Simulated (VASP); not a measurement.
BN (zinc blende), 2 atoms in the cell. It takes space group F-43m (No. 216, cubic). The conventional cell has a = 3.516 Å, b = 3.516 Å, c = 3.516 Å, α = 90.00°, β = 90.00°, γ = 90.00°. B (site symmetry -43m) has 4 N at 1.52 Å within 2.0 Å. N (site symmetry -43m) has 4 B at 1.52 Å within 2.0 Å.  This cell differs from its parent crystal: volume scaled by 0.92.

| Property | Result |
| --- | --- |
| Program | VASP 6.6.1 |
| Task | single point |
| Functional | PBE |
| Potentials or basis | VASP PAW PBE potentials, release 64 (B, N) |
| Cutoff | 600 eV |
| k mesh | 10 × 10 × 10 |
| Occupations | gaussian, width 0.01 eV |
| Spin | no spin polarisation |
| Dipole correction | no |
| Further INCAR settings | ALGO = Normal; EDIFF = 1e-06; NBANDS = 11 |

Potentials or basis: VASP PAW PBE potentials, release 64 (B, N).

The run is started by

```bash
$ cat potpaw_PBE.64/B/POTCAR potpaw_PBE.64/N/POTCAR > POTCAR
$ mpirun -np 1 vasp_std > vasp.out
```

Hardware: 1 thread of Intel(R) Xeon(R) Platinum 8488C (Sapphire Rapids), with other jobs on the host.

Problem. Estimate the wall time of this run.

Solution. Run time: 5.2 s on 1 thread of Intel(R) Xeon(R) Platinum 8488C (Sapphire Rapids), on a shared host, peak memory 0.12 GiB. Counts: scf iterations 12, k points 47.
